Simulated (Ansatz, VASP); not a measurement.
## Two plane-wave programs on CuO

```xyz
4
Lattice="2.3056 -1.7296 0.0728 2.3158 1.7435 0.0481 -0.7081 -0.0390 5.1291" Properties=species:S:1:pos:R:3 pbc="T T T"
Cu    1.1008    0.8093    0.3341
Cu    1.1067   -0.5643    2.4735
O     1.8111   -0.4788    1.4095
O     1.8512    0.1962    3.6580
```

Alike in both runs: functional PBE; k mesh 10 × 10 × 5; occupations fermi-dirac, width 0.05 eV; no spin polarisation; Hubbard terms Cu d U = 5.0 eV.

|  | VASP | Ansatz |
| --- | --- | --- |
| version | VASP 6.6.1 | Ansatz 0.2.0 |
| potentials or method | VASP PAW PBE potentials, release 64 (Cu, O) | Ansatz PAW |
| plane-wave cutoff (eV) | 520 | 420 |
| valence electrons in the cell | 34 | 50 |
| task | single point | band structure |

Ansatz gave:

* gap on the k mesh at the Fermi level (eV): none
* rms of the force components (eV/Å): 17.394

**Question.** What did VASP give for the same quantities?

**Answer.** gap on the k mesh at the Fermi level (eV): none; rms of the force components (eV/Å): 14.779.

The programs project onto different local orbitals, so the same U acts differently, and such runs can settle in different states. Atom by atom the forces differ by 2.619 eV/Å (rms over components). A gap of «none» marks a metal or a gap that the smearing closes. VASP's potentials hold 34 valence electrons a cell and Ansatz's 50, so a difference there can come from the potentials and not from the codes.

Noted on Ansatz's run: the cell as given lies far from equilibrium.
